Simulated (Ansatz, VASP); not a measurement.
CdS: VASP beside Ansatz

INCAR

```
  PREC = Accurate
  ENCUT = 630
  EDIFF = 1E-6
  ISMEAR = -1
  SIGMA = 0.02
  LREAL = False
  LASPH = True
  NELM = 120
  ALGO = Normal
  ISIF = 2
  LWAVE = False
  LCHARG = False
  GGA = PE
  NBANDS = 20
  GGA_COMPAT = False
```

Contents of KPOINTS:

```
Automatic mesh
0
Gamma
  8 8 8
```

POSCAR

```
CdS
1.0
    0.0000000000      2.7267765431      2.7267765431
    2.8181235573      0.0000000000      2.7267765431
    2.8181235573      2.7267765431      0.0000000000
Cd S
1 1
Direct
    0.0000000000      0.0000000000      0.0000000000
    0.5000000000      0.5000000000      0.5000000000
```

Input for Ansatz:

```yaml
crystal:
  lattice:
    - [0.0, 2.7267765431, 2.7267765431]
    - [2.8181235573, 0.0, 2.7267765431]
    - [2.8181235573, 2.7267765431, 0.0]
  atoms:
    - { symbol: Cd, position: [0.0, 0.0, 0.0] }
    - { symbol: S, position: [0.5, 0.5, 0.5] }
kpoints:
  mp_grid: { grid: [8, 8, 8] }
  band_path:
    path:
      - [0.0, 0.0, 0.0]
      - [0.5, 0.0, 0.5]
      - [0.625, 0.25, 0.625]
      - [0.375, 0.375, 0.75]
      - [0.5, 0.5, 0.5]
      - [0.5, 0.25, 0.75]
      - [0.0, 0.210937, -0.208333]
    npoints: 1
hamiltonian:
  xc: pbe
scf:
  occupations: { method: fermi_dirac, width: 0.02 }
  n_extra_bands: 4
output:
  forces: true
  stress: true
  eigenvalues: true
```

Change from the starting cell: uniaxial_x strain +3.4%.

Alike in both runs: task single point; functional PBE; k mesh 8 × 8 × 8; occupations fermi-dirac, width 0.02 eV; no spin polarisation.

|  | VASP | Ansatz |
| --- | --- | --- |
| version | VASP 6.6.1 | Ansatz 0.2.0 |
| potentials or method | VASP PAW PBE potentials, release 64 (Cd_sv_GW, S) | plane waves, PAW |
| plane-wave cutoff (eV) | 630 | 420 |
| valence electrons in the cell | 26 | 26 |

```tsv
	VASP	Ansatz	Ansatz less VASP
pressure (GPa)	-0.7	-0.6	+0.15
traceless stress, the component that is largest in VASP (GPa)	-1.36	-1.37	-0.006
```
